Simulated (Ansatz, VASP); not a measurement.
NaI: VASP beside Ansatz

```xyz
2
Lattice="3.6782 0.0000 0.0000 0.0000 3.6782 0.0000 0.0000 0.0000 3.6782" Properties=species:S:1:pos:R:3 pbc="T T T"
Na    0.0000    0.0000    0.0000
I     1.8391    1.8391    1.8391
```

Alike in both runs: task single point; functional PBE; k mesh 6 × 6 × 6; occupations gaussian, width 0.1 eV; no spin polarisation.

|  | VASP | Ansatz |
| --- | --- | --- |
| version | VASP 6.6.1 | Ansatz 0.2.0 |
| potentials or method | VASP PAW PBE potentials, release 64 (Na_pv, I), cutoff 520 eV | scalar-relativistic, plane waves, PAW |
| valence electrons in the cell | 14 | 26 |

VASP gave:

- gap on the k mesh at the Fermi level (eV): 2.01
- least direct gap on the mesh (eV): 2.01
- pressure (GPa): 10.1

What did Ansatz give for the same quantities?

gap on the k mesh at the Fermi level (eV): 2.02; least direct gap on the mesh (eV): 2.02; pressure (GPa): 10.0.

With one functional, cell and mesh, what is left measures potentials, basis and numerics. VASP's potentials hold 14 valence electrons a cell and Ansatz's 26, so a difference there can come from the potentials and not from the codes.

Spin-orbit coupling is off throughout.
